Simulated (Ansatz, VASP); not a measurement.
# Two plane-wave programs on BN

```
B N
1.0
     0.00000    1.80483    1.80483
     1.80483    0.00000    1.80483
     1.80483    1.80483    0.00000
B N
1 1
Direct
  0.00000 0.00000 0.00000
  0.25000 0.25000 0.25000
```

Alike in both runs: task single point; functional PBEsol; k mesh 8 × 8 × 8; occupations gaussian, width 0.2 eV; no spin polarisation.

|  | VASP | Ansatz |
| --- | --- | --- |
| version | VASP 6.6.1 | Ansatz 0.2.0 |
| potentials or method | VASP PAW PBE potentials, release 64 (B, N) | plane waves |
| plane-wave cutoff (eV) | 600 | 420 |
| valence electrons in the cell | 8 | 8 |

```csv
,VASP,Ansatz,Ansatz less VASP
gap on the k mesh at the Fermi level (eV),4.28,4.29,+0.013
pressure (GPa),-0.9,-1.3,-0.33
```

VASP's potentials were made for PBE, not for PBEsol.
